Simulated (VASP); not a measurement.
# HfO2 (Fm-3m) in VASP: notebook

The runs below take HfO2 through single point, with LDA.

Program: VASP 6.6.1. These are calculated values, not measurements. Logs are shortened: lines on timing, memory, paths and dates and some standing lists are left out, and cuts for length are marked.

## Step 1: The cell of the first run

Symmetry: Fm-3m, No. 225, cubic system. Conventional cell: a = 5.149 Å, b = 5.149 Å, c = 5.149 Å, α = 90.00°, β = 90.00°, γ = 90.00°. Hf (site symmetry m-3m) has 8 O at 2.23 Å within 2.9 Å. O (site symmetry -43m) has 4 Hf at 2.23 Å and 6 O at 2.57 Å within 2.9 Å.

## Step 2: Single point, LDA (volume scaled by 1.02)

Contents of INCAR:

```
SYSTEM = HfO2
PREC     = Accurate       ! precision mode
ENCUT    = 520            ! plane-wave cutoff, eV
EDIFF    = 1E-6           ! SCF threshold, eV
ISMEAR   = -1             ! smearing method
SIGMA    = 0.05           ! smearing width, eV
LREAL    = .FALSE.        ! projectors in reciprocal space
LASPH    = .TRUE.         ! aspherical terms in the spheres
NELM     = 60             ! most SCF steps
ALGO     = Normal         ! electronic algorithm
ISIF     = 2              ! what is computed and relaxed
LWAVE    = .FALSE.        ! write WAVECAR
LCHARG   = .FALSE.        ! write CHGCAR
GGA      = CA             ! functional
NBANDS   = 18             ! bands
```

Contents of KPOINTS:

```
Automatic mesh
0
G
  9 9 9
  0 0 0
```

Contents of POSCAR:

```
HfO2
1.0
    0.0000000000      2.5744375797      2.5744375797
    2.5744375797      0.0000000000      2.5744375797
    2.5744375797      2.5744375797      0.0000000000
Hf O
1 2
Direct
    0.0000000000      0.0000000000      0.0000000000
    0.7500000000      0.7500000000      0.7500000000
    0.2500000000      0.2500000000      0.2500000000
```

Potentials or basis: VASP PAW LDA potentials, release 64 (Hf_pv, O).

Run with:

```
> cat potpaw_LDA.64/Hf_pv/POTCAR potpaw_LDA.64/O/POTCAR > POTCAR
> mpirun -np 1 vasp_std > vasp.out
```

OUTCAR:

```text
SYSTEM = HfO2
   PREC = Accurate
   ENCUT = 520
   EDIFF = 1E-6
   ISMEAR = -1
   LREAL = .FALSE.
   LASPH = .TRUE.
   NELM = 60
   ISIF = 2
   GGA = CA

 ion  position               nearest neighbor table
   1  0.000  0.000  0.000-   2 2.23   3 2.23   2 2.23   2 2.23   2 2.23   3 2.23   3 2.23   3 2.23

   2  0.750  0.750  0.750-   1 2.23   1 2.23   1 2.23   1 2.23
   3  0.250  0.250  0.250-   1 2.23   1 2.23   1 2.23   1 2.23

  LATTYP: Found a face centered cubic cell.
 ALAT       =     5.1488751594

  Lattice vectors:

 A1 = (   0.0000000000,   2.5744375797,   2.5744375797)
 A2 = (   2.5744375797,   0.0000000000,   2.5744375797)
 A3 = (   2.5744375797,   2.5744375797,   0.0000000000)

Analysis of symmetry for initial positions (statically):
=====================================================================
 Subroutine PRICEL returns:
 Original cell was already a primitive cell.

 Routine SETGRP: Setting up the symmetry group for a
 face centered cubic supercell.

 Subroutine GETGRP returns: Found 48 space group operations
[... 9 lines left out ...]

 Routine SETGRP: Setting up the symmetry group for a
 face centered cubic supercell.

 Subroutine GETGRP returns: Found 48 space group operations
[... 11 lines left out ...]
                                     Primitive cell

  volume of cell :      34.1253

  direct lattice vectors                    reciprocal lattice vectors
     0.000000000  2.574437580  2.574437580    -0.194217177  0.194217177  0.194217177
     2.574437580  0.000000000  2.574437580     0.194217177 -0.194217177  0.194217177
     2.574437580  2.574437580  0.000000000     0.194217177  0.194217177 -0.194217177

  length of vectors
     3.640804541  3.640804541  3.640804541     0.336394019  0.336394019  0.336394019

  position of ions in fractional coordinates (direct lattice)
     0.000000000  0.000000000  0.000000000
     0.750000000  0.750000000  0.750000000
     0.250000000  0.250000000  0.250000000

  ion indices of the primitive-cell ions
   primitive index   ion index
                 1           1
                 2           2
                 3           3

----------------------------------------------------------------------------------------

 KPOINTS: Automatic mesh

Automatic generation of k-mesh.
 Grid dimensions read from file:
 generate k-points for:    9    9    9

 Generating k-lattice:

  Cartesian coordinates                     Fractional coordinates (reciprocal lattice)
    -0.021579686  0.021579686  0.021579686     0.111111111  0.000000000  0.000000000
     0.021579686 -0.021579686  0.021579686     0.000000000  0.111111111  0.000000000
     0.021579686  0.021579686 -0.021579686     0.000000000  0.000000000  0.111111111

  Length of vectors
     0.037377113  0.037377113  0.037377113

  Shift w.r.t. Gamma in fractional coordinates (k-lattice)
     0.000000000  0.000000000  0.000000000

 Subroutine IBZKPT returns following result:
 ===========================================

 Found     35 irreducible k-points:

 Following reciprocal coordinates:
            Coordinates               Weight
  0.000000  0.000000  0.000000      1.000000
  0.111111  0.000000  0.000000      8.000000
  0.222222  0.000000  0.000000      8.000000
  0.333333  0.000000  0.000000      8.000000
  0.444444  0.000000  0.000000      8.000000
  0.111111  0.111111  0.000000      6.000000
[... 16 lines left out ...]
 -0.333333  0.333333  0.000000     12.000000
  0.444444  0.444444  0.000000      6.000000
 [... further k-points ...]
   k-points           NKPTS =     35   k-points in BZ     NKDIM =     35   number of bands    NBANDS=     18
   number of dos      NEDOS =    301   number of ions     NIONS =      3
   total plane-waves  NPLWV =  21952
   dimension x,y,z NGX =    28 NGY =   28 NGZ =   28
   dimension x,y,z NGXF=    56 NGYF=   56 NGZF=   56
   ions per type =               1   2
   NGX,Y,Z   is equivalent  to a cutoff of  12.79, 12.79, 12.79 a.u.
   NGXF,Y,Z  is equivalent  to a cutoff of  25.57, 25.57, 25.57 a.u.
 SYSTEM =  HfO2
   PREC   = accura    normal or accurate (medium, high low for compatibility)
   ISTART =      0    job   : 0-new  1-cont  2-samecut
   ICHARG =      2    charge: 1-file 2-atom 10-const
   ISPIN  =      1    spin polarized calculation?
   LNONCOLLINEAR =      F non collinear calculations
   LSORBIT =      F    spin-orbit coupling
   LASPH  =      T    aspherical Exc in radial PAW
   ENCUT  =  520.0 eV  38.22 Ry    6.18 a.u.   6.77  6.77  6.77*2*pi/ulx,y,z
   NELM   =     60;   NELMIN=  2; NELMDL= -5     # of ELM steps
   EDIFF  = 0.1E-05   stopping-criterion for ELM
   LREAL  =      F    real-space projection
   EDIFFG = 0.1E-04   stopping-criterion for IOM
   NSW    =      0    number of steps for IOM
   IBRION =     -1    ionic relax: 0-MD 1-quasi-New 2-CG
   NFREE  =      0    steps in history (QN), initial steepest desc. (CG)
   ISIF   =      2    stress and relaxation
   ISYM   =      2    0-nonsym 1-usesym 2-fastsym
   POTIM  = 0.5000    time-step for ionic-motion
   TEBEG  =    0.0;   TEEND  =   0.0 temperature during run
   PSTRESS=    0.0 pullay stress
   NELECT =      22.0000    total number of electrons
   NUPDOWN=      -1.0000    fix difference up-down
   EMIN   =  10.00;   EMAX   =-10.00  energy-range for DOS
   EFERMI =   0.00;   METHOD = LEGACY
   ISMEAR =    -1;   SIGMA  =   0.05  broadening in eV -4-tet -1-fermi 0-gaus
   EFERMI_NEDOS =   21; number of points for ismear=-14 and -15
   IALGO  =     38    algorithm
   IMIX   =      4    mixing-type and parameters
     AMIX     =   0.40;   BMIX     =  1.00
     AMIX_MAG =   1.60;   BMIX_MAG =  1.00
  volume/ion in A,a.u.               =      11.38        76.76
  Fermi-wavevector in a.u.,A,eV,Ry     =   1.414241  2.672528 27.212700  2.000077
  Thomas-Fermi vector in A             =   2.535803
   LORBIT       =      0    0 simple, 1 ext, 2 COOP (PROOUT), +10 PAW based schemes
   GGA     = CA    functional components
   LHFCALC =     F    Hartree Fock is set to
   AEXX    =    0.0000 exact exchange contribution
   IVDW    =     0    specifies the selected vdW correction
   LEPSILON=     F    determine dielectric tensor
   LRPA    =     F    only Hartree local field effects (RPA)
 non-spin polarized calculation
  energy-cutoff  :      520.00
  volume of cell :       34.13
 maximum number of plane-waves:       941
   NGX = 13   NGY = 13   NGZ = 13

 number of electron      21.9999995 magnetization

 Free energy of the ion-electron system (eV)
  ---------------------------------------------------
  ext. energy  EPLUGINS =         0.00000000
  ---------------------------------------------------
  free energy    TOTEN  =       -32.82255609 eV

  energy without entropy =      -32.82255609  energy(sigma->0) =      -32.82255609

 E-fermi :   4.6369     XC(G=0): -12.0727

 val. band max:        3.6057242670   @ k =  -0.4444   0.4444   0.0000
 cond. band min:       7.1826769932   @ k =   0.4444   0.4444   0.0000
 fundamental gap:      3.5769527262
 Fermi energy:         4.6368968040

 k-point     1 :       0.0000    0.0000    0.0000
  band No.  band energies     occupation
      1     -26.0463      2.00000
      2     -26.0463      2.00000
      3     -26.0463      2.00000
      4     -14.5320      2.00000
      5     -11.6039      2.00000
      6      -1.4732      2.00000
[... 10 lines left out ...]
     17      13.4504      0.00000
     18      15.9834      0.00000

 k-point     2 :       0.1111    0.0000    0.0000
  band No.  band energies     occupation
      1     -26.0907      2.00000
      2     -26.0513      2.00000
      3     -26.0513      2.00000
      4     -14.3784      2.00000
      5     -11.7325      2.00000
      6      -1.3588      2.00000
[... 10 lines left out ...]
     17      13.2523      0.00000
     18      15.9774      0.00000

 k-point     3 :       0.2222    0.0000    0.0000
  band No.  band energies     occupation
      1     -26.2002      2.00000
      2     -26.0639      2.00000
      3     -26.0639      2.00000
      4     -13.9890      2.00000
      5     -12.0224      2.00000
      6      -1.0629      2.00000
[... 10 lines left out ...]
     17      12.8546      0.00000
     18      15.8096      0.00000

 k-point     4 :       0.3333    0.0000    0.0000
  band No.  band energies     occupation
      1     -26.3198      2.00000
      2     -26.0781      2.00000
      3     -26.0781      2.00000
      4     -13.5671      2.00000
      5     -12.2705      2.00000
      6      -0.7231      2.00000
[... 10 lines left out ...]
     17      12.6624      0.00000
     18      15.0831      0.00000

 k-point     5 :       0.4444    0.0000    0.0000
  band No.  band energies     occupation
      1     -26.3954      2.00000
      2     -26.0874      2.00000
      3     -26.0874      2.00000
      4     -13.3471      2.00000
      5     -12.3427      2.00000
      6      -0.5114      2.00000
[... 10 lines left out ...]
     17      12.4830      0.00000
     18      15.2280      0.00000

 k-point     6 :       0.1111    0.1111    0.0000
  band No.  band energies     occupation
      1     -26.0941      2.00000
      2     -26.0586      2.00000
      3     -26.0586      2.00000
      4     -14.3252      2.00000
      5     -11.7757      2.00000
      6      -1.3477      2.00000
[... 307 lines left out ...]
 k-point    21 :       0.4444    0.3333    0.0000
  band No.  band energies     occupation
      1     -26.3748      2.00000
      2     -26.1554      2.00000
      3     -26.1352      2.00000
      4     -12.8078      2.00000
      5     -12.6822      2.00000
      6      -1.9936      2.00000
[... 10 lines left out ...]
     17      14.0859      0.00000
     18      15.9674      0.00000

 k-point    22 :      -0.4444    0.3333    0.0000
  band No.  band energies     occupation
      1     -26.3635      2.00000
      2     -26.2136      2.00000
      3     -26.1323      2.00000
      4     -12.7940      2.00000
      5     -12.5974      2.00000
      6      -2.0016      2.00000
[... 10 lines left out ...]
     17      15.2908      0.00000
     18      15.9564      0.00000

 k-point    23 :      -0.3333    0.3333    0.0000
  band No.  band energies     occupation
      1     -26.3006      2.00000
      2     -26.2781      2.00000
      3     -26.1175      2.00000
      4     -12.8398      2.00000
      5     -12.5851      2.00000
      6      -1.6015      2.00000
[... 10 lines left out ...]
     17      15.0844      0.00000
     18      15.9245      0.00000

 k-point    24 :       0.4444    0.4444    0.0000
  band No.  band energies     occupation
      1     -26.4139      2.00000
      2     -26.1478      2.00000
      3     -26.1478      2.00000
      4     -12.7910      2.00000
      5     -12.5943      2.00000
      6      -2.4926      2.00000
[... 10 lines left out ...]
     17      15.0262      0.00000
     18      15.9723      0.00000

 [... further k-points ...]
[... 5 lines left out ...]
  --------------------------------------------------------------------------------------
  -------------------------------------------------------------------------------------
  Total       -4.9299912     -4.9299912     -4.9299912      0.0000000      0.0000000     -0.0000000
  in kB     -231.4619632   -231.4619632   -231.4619632      0.0000000      0.0000000     -0.0000000
  external PRESSURE =    -231.4619632 kB  Pullay stress =       0.0000000 kB

 VOLUME and BASIS-vectors are now :
 -----------------------------------------------------------------------------
  energy-cutoff  :      520.00
  volume of cell :       34.13
      direct lattice vectors                 reciprocal lattice vectors
     0.000000000  2.574437580  2.574437580    -0.194217177  0.194217177  0.194217177
     2.574437580  0.000000000  2.574437580     0.194217177 -0.194217177  0.194217177
     2.574437580  2.574437580  0.000000000     0.194217177  0.194217177 -0.194217177

 POSITION                                       TOTAL-FORCE (eV/Angst)
 -----------------------------------------------------------------------------------
      0.00000      0.00000      0.00000         0.000000      0.000000     -0.000000
      3.86166      3.86166      3.86166         0.000000      0.000000      0.000000
      1.28722      1.28722      1.28722        -0.000000     -0.000000     -0.000000
 -----------------------------------------------------------------------------------
    total drift:                                0.000000      0.000000      0.000000

  FREE ENERGIE OF THE ION-ELECTRON SYSTEM (eV)
  ---------------------------------------------------
  free  energy   TOTEN  =       -32.8225560914 eV

  energy  without entropy=      -32.8225560913  energy(sigma->0) =      -32.82255609
```

It took 11 s on 1 thread of Intel Xeon Platinum 8488C (Sapphire Rapids), shared host; peak memory 0.15 GiB.

Results:

```yaml
Free_energy: -32.8226 eV
Pressure: -23.1 GPa
Band_gap_on_the_k_mesh: 3.58 eV, indirect (least direct gap 3.69 eV)
```

Caveat: spin-orbit coupling is left out, which moves the levels of the heavy elements.

## Step 3: Single point, LDA (volume scaled by 1.04)

Contents of INCAR:

```
SYSTEM = HfO2
  PREC = Accurate
  ENCUT = 520
  EDIFF = 1E-6
  ISMEAR = -1
  SIGMA = 0.05
  LREAL = .FALSE.
  LASPH = .TRUE.
  NELM = 80
  ALGO = Normal
  ISIF = 2
  LWAVE = .FALSE.
  LCHARG = .FALSE.
  NBANDS = 18
```

KPOINTS is that of step 2.

Contents of POSCAR:

```
HfO2
1.0
    0.0000000000      2.5911551753      2.5911551753
    2.5911551753      0.0000000000      2.5911551753
    2.5911551753      2.5911551753      0.0000000000
Hf O
1 2
Direct
    0.0000000000      0.0000000000      0.0000000000
    0.7500000000      0.7500000000      0.7500000000
    0.2500000000      0.2500000000      0.2500000000
```

Potentials or basis: VASP PAW LDA potentials, release 64 (Hf_pv, O).

Run with:

```
> cat potpaw_LDA.64/Hf_pv/POTCAR potpaw_LDA.64/O/POTCAR > POTCAR
> mpirun -np 1 vasp_std > vasp.out
```

Run time: 12 s. Hardware: 1 thread of Intel Xeon Platinum 8488C (Sapphire Rapids), shared host; peak memory 0.15 GiB.

Results (log left out):

| Quantity | Value |
| --- | --- |
| Free energy | -32.7195 eV |
| Pressure | -26.6 GPa |
| Band gap on the k mesh | 3.52 eV, indirect (least direct gap 3.64 eV) |

Levels at points of the mesh, in eV from the valence-band top:
```
           k point  band 8  band 9  band 10  band 11  band 12  band 13  band 14  band 15
(0.00, 0.00, 0.00)   -4.97   -0.53    -0.53    -0.53     3.57     3.57     5.22     9.61
```

Caveat: spin-orbit coupling is left out, which moves the levels of the heavy elements. A k mesh can miss the band edges.

## Step 4: Single point, LDA (volume scaled by 1.06)

Contents of INCAR:

```
SYSTEM = HfO2
  ALGO = Normal
  EDIFF = 1E-7
  ENCUT = 520
  ISIF = 2
  ISMEAR = -1
  LASPH = .True.
  LCHARG = .True.
  LELF = .True.
  LREAL = .False.
  LVHAR = .True.
  LWAVE = .False.
  NBANDS = 18
  NELM = 80
  PREC = Accurate
  SIGMA = 0.05
```

Contents of KPOINTS:

```
k-points
0
Gamma
  9 9 9
  0 0 0
```

Contents of POSCAR:

```
HfO2
1.0
    0.0000000000      2.6076597933      2.6076597933
    2.6076597933      0.0000000000      2.6076597933
    2.6076597933      2.6076597933      0.0000000000
Hf O
1 2
Direct
    0.0000000000      0.0000000000      0.0000000000
    0.7500000000      0.7500000000      0.7500000000
    0.2500000000      0.2500000000      0.2500000000
```

Run with:

```
> cat potpaw_LDA.64/Hf_pv/POTCAR potpaw_LDA.64/O/POTCAR > POTCAR
> mpirun -np 1 vasp_std > vasp.out
```

Wall time 13 s (1 thread of Intel Xeon Platinum 8488C (Sapphire Rapids), shared host); peak memory 0.15 GiB.

It converged, with:

```yaml
Free_energy: -32.6029 eV
Pressure: -29.6 GPa
Band_gap_on_the_k_mesh: 3.47 eV, indirect (least direct gap 3.58 eV)
```

Levels at points of the mesh, in eV from the valence-band top:
| k point | band 7 | band 8 | band 9 | band 10 | band 11 | band 12 | band 13 | band 14 | band 15 | band 16 |
| --- | --- | --- | --- | --- | --- | --- | --- | --- | --- | --- |
| (0.00, 0.00, 0.00) | -4.86 | -4.86 | -0.53 | -0.53 | -0.53 | 3.52 | 3.52 | 5.06 | 9.39 | 9.39 |

Caveat: spin-orbit coupling is left out, which moves the levels of the heavy elements.

## Step 5: The runs side by side

```tsv
cell	gap on the mesh (eV)	pressure (GPa)
a = 3.641 Å, angles 60.0°, 3 atoms	3.58	-23.1
a = 3.664 Å, angles 60.0°, 3 atoms	3.52	-26.6
a = 3.688 Å, angles 60.0°, 3 atoms	3.47	-29.6
```

Alike in all rows: task single point; level LDA; potentials or basis VASP PAW LDA potentials, release 64 (Hf_pv, O); no spin polarisation; k mesh 9 × 9 × 9; cutoff (eV) 520; smearing fermi-dirac 0.05 eV.

Caveats: spin-orbit coupling is left out, which moves the levels of the heavy elements.

Absolute energies hang on the potentials; compare differences alone.
